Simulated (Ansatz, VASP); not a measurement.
## Au in VASP and in Ansatz

```
Au
1.0
    -1.70699    1.70699    1.70699
     1.70699   -1.70699    1.70699
     1.70699    1.70699   -1.70699
Au
1
Direct
  0.00000 0.00000 0.00000
```

Change from the starting cell: strain +0.030 along x and y, +0.030 along z, atoms carried along.

Alike in both runs: task single point; functional PBEsol; k mesh 20 × 20 × 20; occupations gaussian, width 0.15 eV; no spin polarisation.

```csv
,VASP,Ansatz
version,VASP 6.6.1,Ansatz 0.2.0
potentials or method,"VASP PAW PBE potentials, release 64 (Au), cutoff 520 eV","scalar-relativistic, plane waves, PAW"
valence electrons in the cell,11,19
```

Ansatz gave:

```
gap on the k mesh at the Fermi level (eV) : none
pressure (GPa)                            : -16.9
```

Estimate VASP's values.

gap on the k mesh at the Fermi level (eV): none; pressure (GPa): -17.0.

VASP's potentials were made for PBE, not for PBEsol. A gap of «none» marks a metal or a gap that the smearing closes. With one functional, cell and mesh, what is left measures potentials, basis and numerics. VASP's potentials hold 11 valence electrons a cell and Ansatz's 19, so a difference there can come from the potentials and not from the codes.

Neither program's run includes spin-orbit coupling.
